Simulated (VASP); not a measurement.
# NiGe3 (Pm-3m) in VASP: single point with PBEsol

Aim: the single point of NiGe3 with PBEsol.

Everything below comes from runs of VASP 6.6.1. Logs are shortened: lines on timing, memory, paths and dates and some standing lists are left out, and cuts for length are marked.

**1. The cell of the first run**

The structure is cubic, space group Pm-3m (No. 221). Conventional cell: a = 4.326 Å, b = 4.326 Å, c = 4.326 Å, α = 90.00°, β = 90.00°, γ = 90.00°. Ge (site symmetry 4/mmm) has 8 Ge at 3.06 Å and 4 Ni at 3.06 Å within 4.0 Å. Ni (site symmetry m-3m) has 12 Ge at 3.06 Å within 4.0 Å.

**2. Single point, PBEsol, collinear spin, ferromagnetic start**

Contents of INCAR:

```
SYSTEM = NiGe3
PREC = Accurate ; ENCUT = 520
EDIFF = 1E-6 ; ISMEAR = 0
SIGMA = 0.1 ; LREAL = .FALSE.
LASPH = .TRUE. ; NELM = 150
ALGO = Normal ; ISIF = 2
LWAVE = .FALSE. ; LCHARG = .TRUE.
ISPIN = 2 ; MAGMOM = 0 0 0 2.5
LORBIT = 11 ; LMAXMIX = 4
GGA = PS ; LELF = .TRUE.
LVHAR = .TRUE. ; NBANDS = 38
```

Contents of KPOINTS:

```
regular mesh
0
G
  10 10 10
  0 0 0
```

Contents of POSCAR:

```
NiGe3
1.0
    4.3257252711      0.0000000000      0.0000000000
    0.0000000000      4.3257252711      0.0000000000
    0.0000000000      0.0000000000      4.3257252711
Ge Ni
3 1
Direct
    0.0000000000      0.5000000000      0.5000000000
    0.5000000000      0.0000000000      0.5000000000
    0.5000000000      0.5000000000      0.0000000000
    0.0000000000      0.0000000000      0.0000000000
```

Potentials or basis: VASP PAW PBE potentials, release 64 (Ge_d, Ni).

Command:

```
$ cat potpaw_PBE.64/Ge_d/POTCAR potpaw_PBE.64/Ni/POTCAR > POTCAR
$ mpirun -np 1 vasp_std > vasp.out
```

OUTCAR:

```text
SYSTEM = NiGe3
   PREC = Accurate
   ENCUT = 520
   EDIFF = 1E-6
   ISMEAR = 0
   LREAL = .FALSE.
   LASPH = .TRUE.
   NELM = 150
   ISIF = 2
   ISPIN = 2
   LORBIT = 11
   GGA = PS

 ion  position               nearest neighbor table
   1  0.000  0.500  0.500-
   2  0.500  0.000  0.500-
   3  0.500  0.500  0.000-
   4  0.000  0.000  0.000-

  LATTYP: Found a simple cubic cell.
 ALAT       =     4.3257252711

  Lattice vectors:

 A1 = (   4.3257252711,   0.0000000000,   0.0000000000)
 A2 = (   0.0000000000,   4.3257252711,   0.0000000000)
 A3 = (   0.0000000000,   0.0000000000,   4.3257252711)

Analysis of symmetry for initial positions (statically):
=====================================================================
 Subroutine PRICEL returns:
 Original cell was already a primitive cell.

 Routine SETGRP: Setting up the symmetry group for a
 simple cubic supercell.

 Subroutine GETGRP returns: Found 48 space group operations
 (whereof 48 operations were pure point group operations)
 out of a pool of 48 trial point group operations.

The static configuration has the point symmetry O_h .

Analysis of symmetry for dynamics (positions and initial velocities):
=====================================================================
 Subroutine PRICEL returns:
 Original cell was already a primitive cell.

 Routine SETGRP: Setting up the symmetry group for a
 simple cubic supercell.

 Subroutine GETGRP returns: Found 48 space group operations
 (whereof 48 operations were pure point group operations)
 out of a pool of 48 trial point group operations.

The dynamic configuration has the point symmetry O_h .

Analysis of structural, dynamic, and magnetic symmetry:
=====================================================================
 Subroutine PRICEL returns:
 Original cell was already a primitive cell.

 Routine SETGRP: Setting up the symmetry group for a
 simple cubic supercell.

 Subroutine GETGRP returns: Found 48 space group operations
 (whereof 48 operations were pure point group operations)
 out of a pool of 48 trial point group operations.

The overall configuration has the point symmetry O_h .

 Subroutine INISYM returns: Found 48 space group operations
 (whereof 48 operations are pure point group operations),
 and found     1 'primitive' translations

----------------------------------------------------------------------------------------

                                     Primitive cell

  volume of cell :      80.9425

  direct lattice vectors                    reciprocal lattice vectors
     4.325725271  0.000000000  0.000000000     0.231175106  0.000000000  0.000000000
     0.000000000  4.325725271  0.000000000     0.000000000  0.231175106  0.000000000
     0.000000000  0.000000000  4.325725271     0.000000000  0.000000000  0.231175106

  length of vectors
     4.325725271  4.325725271  4.325725271     0.231175106  0.231175106  0.231175106

  position of ions in fractional coordinates (direct lattice)
     0.000000000  0.500000000  0.500000000
     0.500000000  0.000000000  0.500000000
     0.500000000  0.500000000  0.000000000
     0.000000000  0.000000000  0.000000000

  ion indices of the primitive-cell ions
   primitive index   ion index
                 1           1
                 2           2
                 3           3
                 4           4

----------------------------------------------------------------------------------------

 KPOINTS: regular mesh

Automatic generation of k-mesh.
 Grid dimensions read from file:
 generate k-points for:   10   10   10

 Generating k-lattice:

  Cartesian coordinates                     Fractional coordinates (reciprocal lattice)
     0.023117511  0.000000000  0.000000000     0.100000000  0.000000000  0.000000000
     0.000000000  0.023117511  0.000000000     0.000000000  0.100000000  0.000000000
     0.000000000  0.000000000  0.023117511     0.000000000  0.000000000  0.100000000

  Length of vectors
     0.023117511  0.023117511  0.023117511

  Shift w.r.t. Gamma in fractional coordinates (k-lattice)
     0.000000000  0.000000000  0.000000000

 Subroutine IBZKPT returns following result:
 ===========================================

 Found     56 irreducible k-points:

 Following reciprocal coordinates:
            Coordinates               Weight
  0.000000  0.000000  0.000000      1.000000
  0.100000  0.000000  0.000000      6.000000
  0.200000  0.000000  0.000000      6.000000
  0.300000  0.000000  0.000000      6.000000
  0.400000  0.000000  0.000000      6.000000
  0.500000  0.000000  0.000000      3.000000
[... 16 lines left out ...]
  0.200000  0.100000  0.100000     24.000000
  0.300000  0.100000  0.100000     24.000000
 [... further k-points ...]
   k-points           NKPTS =     56   k-points in BZ     NKDIM =     56   number of bands    NBANDS=     38
   number of dos      NEDOS =    301   number of ions     NIONS =      4
   total plane-waves  NPLWV =  32768
   dimension x,y,z NGX =    32 NGY =   32 NGZ =   32
   dimension x,y,z NGXF=    64 NGYF=   64 NGZF=   64
   ions per type =               3   1
   NGX,Y,Z   is equivalent  to a cutoff of  12.30, 12.30, 12.30 a.u.
   NGXF,Y,Z  is equivalent  to a cutoff of  24.60, 24.60, 24.60 a.u.
 SYSTEM =  NiGe3
   PREC   = accura    normal or accurate (medium, high low for compatibility)
   ISTART =      0    job   : 0-new  1-cont  2-samecut
   ICHARG =      2    charge: 1-file 2-atom 10-const
   ISPIN  =      2    spin polarized calculation?
   LNONCOLLINEAR =      F non collinear calculations
   LSORBIT =      F    spin-orbit coupling
   LASPH  =      T    aspherical Exc in radial PAW
   ENCUT  =  520.0 eV  38.22 Ry    6.18 a.u.   8.04  8.04  8.04*2*pi/ulx,y,z
   NELM   =    150;   NELMIN=  2; NELMDL= -5     # of ELM steps
   EDIFF  = 0.1E-05   stopping-criterion for ELM
   LREAL  =      F    real-space projection
   EDIFFG = 0.1E-04   stopping-criterion for IOM
   NSW    =      0    number of steps for IOM
   IBRION =     -1    ionic relax: 0-MD 1-quasi-New 2-CG
   NFREE  =      0    steps in history (QN), initial steepest desc. (CG)
   ISIF   =      2    stress and relaxation
   ISYM   =      2    0-nonsym 1-usesym 2-fastsym
   POTIM  = 0.5000    time-step for ionic-motion
   TEBEG  =    0.0;   TEEND  =   0.0 temperature during run
   PSTRESS=    0.0 pullay stress
   NELECT =      52.0000    total number of electrons
   NUPDOWN=      -1.0000    fix difference up-down
   EMIN   =  10.00;   EMAX   =-10.00  energy-range for DOS
   EFERMI =   0.00;   METHOD = LEGACY
   ISMEAR =     0;   SIGMA  =   0.10  broadening in eV -4-tet -1-fermi 0-gaus
   EFERMI_NEDOS =   21; number of points for ismear=-14 and -15
   IALGO  =     38    algorithm
   IMIX   =      4    mixing-type and parameters
     AMIX     =   0.40;   BMIX     =  1.00
     AMIX_MAG =   1.60;   BMIX_MAG =  1.00
  volume/ion in A,a.u.               =      20.24       136.56
  Fermi-wavevector in a.u.,A,eV,Ry     =   1.412593  2.669413 27.149319  1.995419
  Thomas-Fermi vector in A             =   2.534326
   LORBIT       =     11    0 simple, 1 ext, 2 COOP (PROOUT), +10 PAW based schemes
   GGA     = PS    functional components
   LHFCALC =     F    Hartree Fock is set to
   AEXX    =    0.0000 exact exchange contribution
   IVDW    =     0    specifies the selected vdW correction
   LEPSILON=     F    determine dielectric tensor
   LRPA    =     F    only Hartree local field effects (RPA)
 spin polarized calculation
 Gauss-broadening in eV      SIGMA  =   0.10
  energy-cutoff  :      520.00
  volume of cell :       80.94
 maximum number of plane-waves:      2224
   NGX = 17   NGY = 17   NGZ = 17

 number of electron      51.9999897 magnetization       0.0001882

 number of electron      51.9999897 magnetization      -0.0018236

 Free energy of the ion-electron system (eV)
  ---------------------------------------------------
  ext. energy  EPLUGINS =         0.00000000
  ---------------------------------------------------
  free energy    TOTEN  =       -18.99877521 eV

  energy without entropy =      -18.98826977  energy(sigma->0) =      -18.99352249

 E-fermi :   5.1445     XC(G=0): -10.8592

 val. band max:        5.1091238909   @ k =   0.5000   0.4000   0.4000
 cond. band min:       5.1491473418   @ k =   0.5000   0.3000   0.1000
 fundamental gap:      0.0400234509
 Fermi energy:         5.1445284500

 spin component 1

 k-point     1 :       0.0000    0.0000    0.0000
  band No.  band energies     occupation
      1     -19.4532      1.00000
      2     -19.4532      1.00000
      3     -19.4532      1.00000
      4     -19.4481      1.00000
      5     -19.3992      1.00000
      6     -19.3992      1.00000
[... 30 lines left out ...]
     37      13.2871      0.00000
     38      13.2871      0.00000
[... 941 lines left out ...]
     37      14.9374      0.00000
     38      15.3956      0.00000

 [... further k-points ...]

 spin component 2

 k-point     1 :       0.0000    0.0000    0.0000
  band No.  band energies     occupation
      1     -19.4532      1.00000
      2     -19.4532      1.00000
      3     -19.4532      1.00000
      4     -19.4481      1.00000
      5     -19.3992      1.00000
      6     -19.3992      1.00000
[... 30 lines left out ...]
     37      13.2871      0.00000
     38      13.2871      0.00000
[... 941 lines left out ...]
     37      14.9373      0.00000
     38      15.3957      0.00000

 [... further k-points ...]

------------------------ aborting loop because EDIFF is reached ----------------------------------------

  FORCE on cell =-STRESS in cart. coord.  units (eV):
  Direction    XX          YY          ZZ          XY          YZ          ZX
  --------------------------------------------------------------------------------------
  -------------------------------------------------------------------------------------
  Total       -7.1421288     -7.1421288     -7.1421288     -0.0000000      0.0000000     -0.0000000
  in kB     -141.3713677   -141.3713677   -141.3713677     -0.0000000      0.0000000     -0.0000000
  external PRESSURE =    -141.3713677 kB  Pullay stress =       0.0000000 kB

 VOLUME and BASIS-vectors are now :
 -----------------------------------------------------------------------------
  energy-cutoff  :      520.00
  volume of cell :       80.94
      direct lattice vectors                 reciprocal lattice vectors
     4.325725271  0.000000000  0.000000000     0.231175106  0.000000000  0.000000000
     0.000000000  4.325725271  0.000000000     0.000000000  0.231175106  0.000000000
     0.000000000  0.000000000  4.325725271     0.000000000  0.000000000  0.231175106

 POSITION                                       TOTAL-FORCE (eV/Angst)
 -----------------------------------------------------------------------------------
      0.00000      2.16286      2.16286         0.000000      0.000000      0.000000
      2.16286      0.00000      2.16286         0.000000      0.000000      0.000000
      2.16286      2.16286      0.00000         0.000000      0.000000      0.000000
      0.00000      0.00000      0.00000         0.000000      0.000000      0.000000
 -----------------------------------------------------------------------------------
    total drift:                                0.000000     -0.000000     -0.000000

  FREE ENERGIE OF THE ION-ELECTRON SYSTEM (eV)
  ---------------------------------------------------
  free  energy   TOTEN  =       -18.9987752144 eV

  energy  without entropy=      -18.9882697742  energy(sigma->0) =      -18.99352249

 total charge

# of ion       s       p       d       tot
------------------------------------------
    1        1.269   0.821  10.002  12.092
    2        1.269   0.821  10.002  12.092
    3        1.269   0.821  10.002  12.092
    4        0.328   0.172   8.395   8.895
--------------------------------------------------
tot          4.134   2.636  38.401  45.171

 magnetization (x)

# of ion       s       p       d       tot
------------------------------------------
    1       -0.000   0.000   0.000   0.000
    2       -0.000   0.000   0.000   0.000
    3       -0.000   0.000   0.000   0.000
    4       -0.000  -0.000  -0.001  -0.001
--------------------------------------------------
tot         -0.000   0.000  -0.001  -0.001
```

Wall time 8.7 min (1 thread of Intel Xeon 8259CL, shared host); peak memory 0.38 GiB.

Results:

| Quantity | Value |
| --- | --- |
| Free energy | -18.9988 eV |
| Pressure | -14.1 GPa |
| Band gap on the k mesh | zero (filled and empty bands overlap) |
| Net moment | 0.00 μB per cell |
| Valence electrons inside the program's atomic spheres | Ge 12.09; Ni 8.89 |

Caveat: the cell stands under tension; the moments typed at the start vanished in this run; the PAW data sets were made with another functional, which shifts forces and pressure a little.

The gap in the log of VASP goes by the Fermi energy; the results here count the filled bands.